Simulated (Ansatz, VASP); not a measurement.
## Two plane-wave programs on P

File INCAR:

```
SYSTEM = P
ALGO = Normal
EDIFF = 1E-6
ENCUT = 500
GGA = VW
GGA_COMPAT = .FALSE.
ISIF = 2
ISMEAR = -1
LASPH = .TRUE.
LCHARG = .FALSE.
LREAL = .FALSE.
LWAVE = .FALSE.
NBANDS = 18
NELM = 120
PREC = Accurate
SIGMA = 0.05
```

File KPOINTS:

```
k-points
0
G
  8 8 6
  0 0 0
```

POSCAR

```
P
1.0
    1.6254735952     -5.3911768097      0.0000000000
    1.6254735952      5.3911768097      0.0000000000
    0.0000000000      0.0000000000      4.4822275814
P
4
Direct
    0.9041431300      0.0958568700      0.5888151700
    0.0958568700      0.9041431300      0.4111848300
    0.5958568700      0.4041431300      0.0888151700
    0.4041431300      0.5958568700      0.9111848300
```

input.yaml

```yaml
crystal:
  lattice:
    - [1.6254735952, -5.3911768097, 0.0]
    - [1.6254735952, 5.3911768097, 0.0]
    - [0.0, 0.0, 4.4822275814]
  atoms:
    - { symbol: P, position: [0.90414313, 0.09585687, 0.58881517] }
    - { symbol: P, position: [0.09585687, 0.90414313, 0.41118483] }
    - { symbol: P, position: [0.59585687, 0.40414313, 0.08881517] }
    - { symbol: P, position: [0.40414313, 0.59585687, 0.91118483] }
hamiltonian:
  xc: { exchange: slater, correlation: vwn5 }
  pseudopotentials: { kind: paw }
kpoints:
  mp_grid: { grid: [8, 8, 6] }
scf:
  occupations: { method: fermi_dirac, width: 0.05 }
output:
  forces: true
  stress: true
  eigenvalues: true
  write_density: true
  write_potential: true
  elf: true
  volumetric_format: npy
```

Alike in both runs: task single point; functional SVWN5; k mesh 8 × 8 × 6; occupations fermi-dirac, width 0.05 eV; no spin polarisation.

```csv
,VASP,Ansatz
version,VASP 6.6.1,Ansatz 0.2.0
potentials or method,"VASP PAW PBE potentials, release 64 (P)",Ansatz PAW
plane-wave cutoff (eV),500,420
valence electrons in the cell,20,20
```

Ansatz gave:

- gap on the k mesh at the Fermi level (eV): 0.06
- least direct gap on the mesh (eV): 0.06
- pressure (GPa): 1.0
- traceless stress, the component that is largest in VASP (GPa): 0.20
- rms of the force components (eV/Å): 0.308

Problem. Which values does VASP return?

Solution. gap on the k mesh at the Fermi level (eV): 0.07; least direct gap on the mesh (eV): 0.07; pressure (GPa): 1.4; traceless stress, the component that is largest in VASP (GPa): 0.33; rms of the force components (eV/Å): 0.328.

VASP's potentials were made for PBE, not for SVWN5. Atom by atom the forces differ by 0.020 eV/Å (rms over components). The functional is the same, so the differences come from potentials, cutoffs and numerics.
